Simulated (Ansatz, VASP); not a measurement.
**Two plane-wave programs on MgI2**

The input POSCAR:

```
MgI2
1.0
    0.0000000000      3.7557205885      3.7557205885
    3.7557205885      0.0000000000      3.7557205885
    3.7557205885      3.7557205885      0.0000000000
Mg I
1 2
Direct
    0.0000000000      0.0000000000      0.0000000000
    0.2500000000      0.2500000000      0.2500000000
    0.7500000000      0.7500000000      0.7500000000
```

The input INCAR.step1:

```
SYSTEM = MgI2
PREC = Accurate
ENCUT = 520
EDIFF = 1E-5
ISMEAR = 0
SIGMA = 0.01
LREAL = .FALSE.
LASPH = .TRUE.
NELM = 100
ALGO = Normal
ISIF = 2
LWAVE = .TRUE.
LCHARG = .FALSE.
NBANDS = 15
GGA = PE
```

Contents of INCAR.step2:

```
SYSTEM = MgI2
PREC = Accurate
ENCUT = 520
EDIFF = 1E-6
ISMEAR = 0
SIGMA = 0.01
LREAL = .FALSE.
LASPH = .TRUE.
NELM = 100
ALGO = Normal
ISIF = 2
LWAVE = .FALSE.
LCHARG = .FALSE.
GGA = PE
LHFCALC = .TRUE.
AEXX = 1.0
HFSCREEN = 0.2078
PRECFOCK = Normal
NBANDS = 15
ISTART = 1
ALDAC = 1.0
AGGAC = 1.0
```

The input KPOINTS:

```
Automatic mesh
0
G
  4 4 4
  0 0 0
```

Input for Ansatz:

```yaml
crystal:
  lattice:
    - [0.0, 3.7557205885, 3.7557205885]
    - [3.7557205885, 0.0, 3.7557205885]
    - [3.7557205885, 3.7557205885, 0.0]
  atoms:
    - { symbol: Mg, position: [0.0, 0.0, 0.0] }
    - { symbol: I, position: [0.25, 0.25, 0.25] }
    - { symbol: I, position: [0.75, 0.75, 0.75] }
kpoints:
  mp_grid: { grid: [4, 4, 4] }
hamiltonian:
  xc:
    exchange: pbe
    correlation: pbe
    exx: { coeff: 1.0, omega: 0.2078 }
scf:
  occupations: { method: fixed }
  n_extra_bands: 4
output:
  forces: true
  stress: true
  eigenvalues: true
```

Alike in both runs: task single point; functional PBE-based screened hybrid with a share of 1.0 of exact exchange and HFSCREEN = 0.2078; k mesh 4 × 4 × 4; no spin polarisation.

```csv
,VASP,Ansatz
version,VASP 6.6.1,Ansatz 0.2.0
potentials or method,"VASP PAW PBE potentials, release 64 (Mg, I)",plane waves
plane-wave cutoff (eV),520,420
occupations,"gaussian, width 0.01 eV",fixed
valence electrons in the cell,16,44
```

```tsv
	VASP	Ansatz	Ansatz less VASP
gap on the k mesh at the Fermi level (eV)	4.25	4.37	+0.126
pressure (GPa)	-2.4	-2.0	+0.41
```

VASP's potentials were made for PBE, not for PBE-based screened hybrid. VASP's potentials hold 16 valence electrons a cell and Ansatz's 44, so a difference there can come from the potentials and not from the codes. Ansatz's warnings: stress exchange threshold loose, stress scf threshold loose.

Spin-orbit coupling is off throughout.
